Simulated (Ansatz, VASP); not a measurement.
RbCl: VASP beside Ansatz

```
Rb Cl
1.0
     0.00000    3.34800    3.34800
     3.34800    0.00000    3.34800
     3.34800    3.34800    0.00000
Rb Cl
1 1
Direct
  0.00000 0.00000 0.00000
  0.50000 0.50000 0.50000
```

Alike in both runs: functional PBE; k mesh 6 × 6 × 6; occupations gaussian, width 0.02 eV; no spin polarisation.

Ansatz relaxed the structure, and its values are those at the end. VASP's run is a single point on that final structure, the one shown.

```csv
,VASP,Ansatz
version,VASP 6.6.1,Ansatz 0.2.0
potentials or method,"VASP PAW PBE potentials, release 64 (Rb_sv, Cl), cutoff 500 eV","scalar-relativistic, plane waves, PAW"
valence electrons in the cell,16,16
```

|  | VASP | Ansatz | Ansatz less VASP |
| --- | --- | --- | --- |
| gap on the k mesh at the Fermi level (eV) | 4.84 | 4.84 | +0.003 |
| least direct gap on the mesh (eV) | 4.84 | 4.84 | +0.003 |
| pressure (GPa) | 0.0 | 0.0 | +0.01 |
